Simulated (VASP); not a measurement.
Here is a VASP 6.6.1 calculation.

Contents of INCAR:

```
SYSTEM = Sn3Br
ALGO = Normal
EDIFF = 1E-6
ENCUT = 520
GGA = PE
ISIF = 2
ISMEAR = 0
LASPH = .TRUE.
LCHARG = .FALSE.
LREAL = .FALSE.
LWAVE = .FALSE.
NBANDS = 32
NELM = 100
PREC = Accurate
SIGMA = 0.1
```

The input KPOINTS:

```
k-points
0
G
  6 6 4
  0 0 0
```

File POSCAR:

```
Sn3Br
1.0
    4.5778769100      0.0000000000      0.0000000000
   -2.2889384600      3.9645577000      0.0000000000
    0.0000000000      0.0000000000      6.9264965000
Sn Br
3 1
Direct
    0.5000000000      0.0000000000      0.0000000000
    0.0000000000      0.5000000000      0.0000000000
    0.5000000000      0.5000000000      0.0000000000
    0.0000000000      0.0000000000      0.0000000000
```

Potentials or basis: VASP PAW PBE potentials, release 64 (Sn_d, Br).

Run with:

```console
$ cat potpaw_PBE.64/Sn_d/POTCAR potpaw_PBE.64/Br/POTCAR > POTCAR
$ mpirun -np 1 vasp_std > vasp.out
```

Predict the pressure.

103.2 GPa.

Stress tensor (GPa, compression positive):
```
154.82   0.00   0.00
  0.00 154.82   0.00
  0.00   0.00  -0.10
```

Caveat: an odd number of electrons without spin polarisation forces a metal; a magnetic or distorted state may lie lower.
